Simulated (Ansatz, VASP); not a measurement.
One calculation of SnO2, two programs

INCAR

```
PREC = Accurate
ENCUT = 600
EDIFF = 1E-6
ISMEAR = -1
SIGMA = 0.05
LREAL = F
LASPH = T
NELM = 80
ALGO = Normal
ISIF = 3
LWAVE = F
LCHARG = F
IBRION = 2
NSW = 60
EDIFFG = -0.01
```

KPOINTS

```
Automatic mesh
0
Gamma
  9 9 9
```

Contents of POSCAR:

```
SnO2
1.0
    0.0000000000      2.5741500000      2.5741500000
    2.5741500000      0.0000000000      2.5741500000
    2.5741500000      2.5741500000      0.0000000000
Sn O
1 2
Direct
    0.0000000000      0.0000000000      0.0000000000
    0.7500000000      0.7500000000      0.7500000000
    0.2500000000      0.2500000000      0.2500000000
```

Contents of input.yaml:

```yaml
crystal:
  lattice:
    - [0.0, 2.57415, 2.57415]
    - [2.57415, 0.0, 2.57415]
    - [2.57415, 2.57415, 0.0]
  atoms:
    - { symbol: Sn, position: [0.0, 0.0, 0.0] }
    - { symbol: O, position: [0.75, 0.75, 0.75] }
    - { symbol: O, position: [0.25, 0.25, 0.25] }
hamiltonian:
  xc: lda
  pseudopotentials: { kind: paw }
kpoints:
  mp_grid: { grid: [9, 9, 9] }
scf:
  occupations: { method: fermi_dirac, width: 0.05 }
output:
  forces: true
  stress: true
  eigenvalues: true
  write_density: true
  write_potential: true
  elf: true
  volumetric_format: npy
relax:
  f_tol: 0.01
  max_steps: 40
  cell: { stress_tol: 0.05 }
```

Alike in both runs: task relaxation of cell and atoms; functional LDA; k mesh 9 × 9 × 9; occupations fermi-dirac, width 0.05 eV; no spin polarisation.

```csv
,VASP,Ansatz
version,VASP 6.6.1,Ansatz 0.2.0
potentials or method,"VASP PAW LDA potentials, release 64 (Sn_d, O)",Ansatz PAW
plane-wave cutoff (eV),600,420
valence electrons in the cell,26,26
```

Ansatz gave:

| Property | Result |
| --- | --- |
| gap on the k mesh at the Fermi level, each at its own relaxed structure (eV) | 0.43 |
| relaxed volume (Å³/atom) | 10.67 |
| relaxed cell length with the largest relative difference (Å) | 3.564 |

Question: What did VASP give for the same quantities?

Answer: gap on the k mesh at the Fermi level, each at its own relaxed structure (eV): 0.44; relaxed volume (Å³/atom): 10.70; relaxed cell length with the largest relative difference (Å): 3.567.

LDA's correlation is that of Perdew and Zunger in VASP and of Perdew and Wang (1992) in Ansatz.

Noted on Ansatz's run: Pulay correction over one GPa; odd divisions of the mesh miss points on the zone boundary, where band edges often lie, so the gap on the mesh can be too wide; the plane-wave basis is chosen anew once the cell has moved, so the energies of steps on either side of that aren't comparable.
